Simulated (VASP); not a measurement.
# LiCl (Fm-3m) in VASP: single point with PBEsol+D3(BJ)

Aim: the single point of LiCl with PBEsol+D3(BJ).

Everything below comes from runs of VASP 6.6.1. Logs are shortened: lines on timing, memory, paths and dates and some standing lists are left out, and cuts for length are marked.

## 1. The cell of the first run

It takes space group Fm-3m (No. 225, cubic). Conventional cell: a = 5.130 Å, b = 5.130 Å, c = 5.130 Å, α = 90.00°, β = 90.00°, γ = 90.00°. Within 3.4 Å of Li (site symmetry m-3m) lie 6 Cl at 2.56 Å. Within 3.4 Å of Cl (site symmetry m-3m) lie 6 Li at 2.56 Å.

## 2. Single point, PBEsol+D3(BJ)

INCAR

```
  ALGO = Normal
  EDIFF = 1E-6
  ENCUT = 750
  GGA = PS
  GGA_COMPAT = False
  ISIF = 2
  ISMEAR = 0
  IVDW = 12
  LASPH = True
  LCHARG = False
  LREAL = False
  LWAVE = False
  NBANDS = 12
  NELM = 120
  PREC = Accurate
  SIGMA = 0.01
```

KPOINTS

```
k-points
0
Gamma
  5 5 5
```

POSCAR

```
LiCl
1.0
    0.0000000000      2.5647700000      2.5647700000
    2.5647700000      0.0000000000      2.5647700000
    2.5647700000      2.5647700000      0.0000000000
Li Cl
1 1
Direct
    0.0000000000      0.0000000000      0.0000000000
    0.5000000000      0.5000000000      0.5000000000
```

Potentials or basis: VASP PAW PBE potentials, release 64 (Li_sv, Cl).

The run is started by

```bash
> cat potpaw_PBE.64/Li_sv/POTCAR potpaw_PBE.64/Cl/POTCAR > POTCAR
> mpirun -np 1 vasp_std > vasp.out
```

OUTCAR:

```text
EDIFF = 1E-6
   ENCUT = 750
   GGA = PS
   ISIF = 2
   ISMEAR = 0
   IVDW = 12
   LASPH = True
   LREAL = False
   NELM = 120
   PREC = Accurate
 IVDW          = 12

 ion  position               nearest neighbor table
   1  0.000  0.000  0.000-   2 2.56   2 2.56   2 2.56   2 2.56   2 2.56   2 2.56
   2  0.500  0.500  0.500-   1 2.56   1 2.56   1 2.56   1 2.56   1 2.56   1 2.56

  LATTYP: Found a face centered cubic cell.
 ALAT       =     5.1295400000

  Lattice vectors:

 A1 = (   0.0000000000,   2.5647700000,   2.5647700000)
 A2 = (   2.5647700000,   0.0000000000,   2.5647700000)
 A3 = (   2.5647700000,   2.5647700000,   0.0000000000)

Analysis of symmetry for initial positions (statically):
=====================================================================
 Subroutine PRICEL returns:
 Original cell was already a primitive cell.

 Routine SETGRP: Setting up the symmetry group for a
 face centered cubic supercell.

 Subroutine GETGRP returns: Found 48 space group operations
 (whereof 48 operations were pure point group operations)
 out of a pool of 48 trial point group operations.

The static configuration has the point symmetry O_h .

Analysis of symmetry for dynamics (positions and initial velocities):
=====================================================================
 Subroutine PRICEL returns:
 Original cell was already a primitive cell.

 Routine SETGRP: Setting up the symmetry group for a
 face centered cubic supercell.

 Subroutine GETGRP returns: Found 48 space group operations
 (whereof 48 operations were pure point group operations)
 out of a pool of 48 trial point group operations.

The dynamic configuration has the point symmetry O_h .

 Subroutine INISYM returns: Found 48 space group operations
 (whereof 48 operations are pure point group operations),
 and found     1 'primitive' translations

----------------------------------------------------------------------------------------

                                     Primitive cell

  volume of cell :      33.7423

  direct lattice vectors                    reciprocal lattice vectors
     0.000000000  2.564770000  2.564770000    -0.194949255  0.194949255  0.194949255
     2.564770000  0.000000000  2.564770000     0.194949255 -0.194949255  0.194949255
     2.564770000  2.564770000  0.000000000     0.194949255  0.194949255 -0.194949255

  length of vectors
[... 74 lines left out ...]
   ISYM   =      2    0-nonsym 1-usesym 2-fastsym
   POTIM  = 0.5000    time-step for ionic-motion
   TEBEG  =    0.0;   TEEND  =   0.0 temperature during run
   PSTRESS=    0.0 pullay stress
   NELECT =      10.0000    total number of electrons
   NUPDOWN=      -1.0000    fix difference up-down
   EMIN   =  10.00;   EMAX   =-10.00  energy-range for DOS
   EFERMI =   0.00;   METHOD = LEGACY
   ISMEAR =     0;   SIGMA  =   0.01  broadening in eV -4-tet -1-fermi 0-gaus
   EFERMI_NEDOS =   21; number of points for ismear=-14 and -15
   IALGO  =     38    algorithm
   IMIX   =      4    mixing-type and parameters
     AMIX     =   0.40;   BMIX     =  1.00
     AMIX_MAG =   1.60;   BMIX_MAG =  1.00
  volume/ion in A,a.u.               =      16.87       113.85
  Fermi-wavevector in a.u.,A,eV,Ry     =   1.091482  2.062601 16.209056  1.191332
  Thomas-Fermi vector in A             =   2.227728
   LORBIT       =      0    0 simple, 1 ext, 2 COOP (PROOUT), +10 PAW based schemes
   GGA     = PS    functional components
   LHFCALC =     F    Hartree Fock is set to
   AEXX    =    0.0000 exact exchange contribution
   IVDW    =    12    specifies the selected vdW correction
   LEPSILON=     F    determine dielectric tensor
   LRPA    =     F    only Hartree local field effects (RPA)
 non-spin polarized calculation
 Gauss-broadening in eV      SIGMA  =   0.01
  energy-cutoff  :      750.00
  volume of cell :       33.74
 maximum number of plane-waves:      1596
   NGX = 17   NGY = 17   NGZ = 17

 number of electron      10.0000002 magnetization

 Free energy of the ion-electron system (eV)
  ---------------------------------------------------
  ext. energy  EPLUGINS =         0.00000000
  ---------------------------------------------------
  free energy    TOTEN  =        -7.63180483 eV

  energy without entropy =       -7.63180483  energy(sigma->0) =       -7.63180483

 E-fermi :   0.6726     XC(G=0):  -8.9101

 val. band max:        0.5348369501   @ k =   0.0000   0.0000   0.0000
 cond. band min:       6.6629867759   @ k =   0.0000   0.0000   0.0000
 fundamental gap:      6.1281498258
 Fermi energy:         0.6725978128

 k-point     1 :       0.0000    0.0000    0.0000
  band No.  band energies     occupation
      1     -42.2720      2.00000
      2     -12.8585      2.00000
      3       0.5348      2.00000
      4       0.5348      2.00000
      5       0.5348      2.00000
      6       6.6630      0.00000
      7      12.3458      0.00000
      8      12.3458      0.00000
      9      12.3458      0.00000
     10      14.9510      0.00000
     11      14.9510      0.00000
     12      14.9510      0.00000
[... 121 lines left out ...]
 k-point    10 :      -0.4000    0.4000    0.2000
  band No.  band energies     occupation
      1     -42.2683      2.00000
      2     -12.0969      2.00000
      3      -1.8466      2.00000
      4      -1.2327      2.00000
      5      -0.3486      2.00000
      6       9.6449      0.00000
      7      10.0121      0.00000
      8      10.2359      0.00000
      9      12.1510      0.00000
     10      15.2935      0.00000
     11      16.9639      0.00000
     12      19.2783      0.00000

------------------------ aborting loop because EDIFF is reached ----------------------------------------

 Edisp (eV)   -0.36227

 E8    (eV) :    -0.2146

  FORCE on cell =-STRESS in cart. coord.  units (eV):
  Direction    XX          YY          ZZ          XY          YZ          ZX
  --------------------------------------------------------------------------------------
  -------------------------------------------------------------------------------------
  Total      -0.63925    -0.63925    -0.63925    -0.00000     0.00000     0.00000
  in kB     -30.35317   -30.35317   -30.35317    -0.00000     0.00000     0.00000
  external pressure =      -30.35 kB  Pullay stress =        0.00 kB

 VOLUME and BASIS-vectors are now :
 -----------------------------------------------------------------------------
  energy-cutoff  :      750.00
  volume of cell :       33.74
      direct lattice vectors                 reciprocal lattice vectors
     0.000000000  2.564770000  2.564770000    -0.194949255  0.194949255  0.194949255
     2.564770000  0.000000000  2.564770000     0.194949255 -0.194949255  0.194949255
     2.564770000  2.564770000  0.000000000     0.194949255  0.194949255 -0.194949255

 POSITION                                       TOTAL-FORCE (eV/Angst)
 -----------------------------------------------------------------------------------
      0.00000      0.00000      0.00000         0.000000     -0.000000     -0.000000
      2.56477      2.56477      2.56477        -0.000000      0.000000      0.000000
 -----------------------------------------------------------------------------------
    total drift:                               -0.000000     -0.000000      0.000000

  FREE ENERGIE OF THE ION-ELECTRON SYSTEM (eV)
  ---------------------------------------------------
  free  energy   TOTEN  =        -7.9940717314 eV

  energy  without entropy=       -7.9940717314  energy(sigma->0) =       -7.99407173
```

It took 9.5 s on 1 thread of Intel Xeon 8259CL, shared host; peak memory 0.18 GiB.

What came out:

```
Free energy                : -7.9941 eV
Pressure                   : -3.0 GPa
Band gap on the k mesh     : 6.13 eV, direct
Dispersion energy per atom : -0.181 eV
```

Caveat: the k points lie up to 0.42 Å⁻¹ apart; three body term missing; the PAW data sets were made with another functional, which shifts forces and pressure a little. As with any semilocal functional, this PBEsol gap is likely too small.
